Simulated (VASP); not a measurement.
**C: single point with PBE**

The system is C.

```
C
1.0
    -1.26274    1.26274    1.78575
     1.26274   -1.26274    1.78575
     1.26274    1.26274   -1.78575
C
2
Direct
  0.62500 0.87500 0.75000
  0.37500 0.12500 0.25000
```

```
Program             : VASP 6.6.1
Task                : single point
Functional          : PBE
Potentials or basis : VASP PAW PBE potentials, release 64 (C)
Cutoff              : 520 eV
k mesh              : 21 × 21 × 21
Occupations         : fermi-dirac, width 0.1 eV
Spin                : no spin polarisation
```

```json
{"Pressure": "0.7 GPa", "Band gap on the k mesh": "4.13 eV, indirect (least direct gap 5.58 eV)"}
```

Levels at points of the mesh, in eV from the valence-band top:
```csv
k point,band 1,band 2,band 3,band 4,band 5,band 6,band 7,band 8,band 9
"(0.00, 0.00, 0.00)",-21.42,0.00,0.00,0.00,5.58,5.58,5.58,13.24,19.24
```

Run time: 56 s on 1 thread of Intel(R) Xeon(R) Platinum 8488C (Sapphire Rapids), on a shared host, peak memory 0.18 GiB.

A k mesh can miss the band edges.
